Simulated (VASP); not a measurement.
Crystal: Co.

```
Co
1.0
     2.47056    0.00000    0.00000
    -1.23528    2.13957    0.00000
     0.00000    0.00000    8.08823
Co
4
Direct
  0.66667 0.33333 0.75000
  0.00000 0.00000 0.50000
  0.33333 0.66667 0.25000
  0.00000 0.00000 0.00000
```

| Item | Value |
| --- | --- |
| Program | VASP 6.6.1 |
| Task | relaxation of cell and atoms |
| Functional | RPBE |
| Potentials or basis | VASP PAW PBE potentials, release 64 (Co) |
| Cutoff | 600 eV |
| k mesh | 12 × 12 × 4 |
| Occupations | fermi-dirac, width 0.05 eV |
| Spin | collinear spin, ferromagnetic start |
| Starting moments | [2.0, 2.0, 2.0, 2.0] μB |

At the start: pressure 9.8 GPa; volume 10.69 Å³/atom.

**Question.** Where does the relaxation end?

**Answer.** Over 6 steps the energy falls by 15.8 meV/atom and the volume is 11.19 Å³/atom (+4.7 %); space group P6_3/mmc (No. 194, to 0.1 Å) before and after; moment 6.75 μB per cell.

Step by step:
```
step  energy change (eV)  largest force (eV/Å)  pressure (GPa)  volume (Å³)
   1              0.0000                0.0000            9.78        42.75
   2             -0.0082                0.0000           -7.90        46.92
   3             -0.0624                0.0000           -0.33        44.83
   4             -0.0624                0.0000            0.00        44.79
   5             -0.0632                0.0000            0.08        44.76
   6             -0.0632                0.0000            0.13        44.75
```

Final structure:
```
Co
1.0
     2.51838    0.00000    0.00000
    -1.25919    2.18098    0.00000
     0.00000    0.00000    8.14769
Co
4
Direct
  0.66667 0.33333 0.75000
  0.00000 0.00000 0.50000
  0.33333 0.66667 0.25000
  0.00000 0.00000 0.00000
```

Caveat: the PAW data sets were made with another functional, which shifts forces and pressure a little.
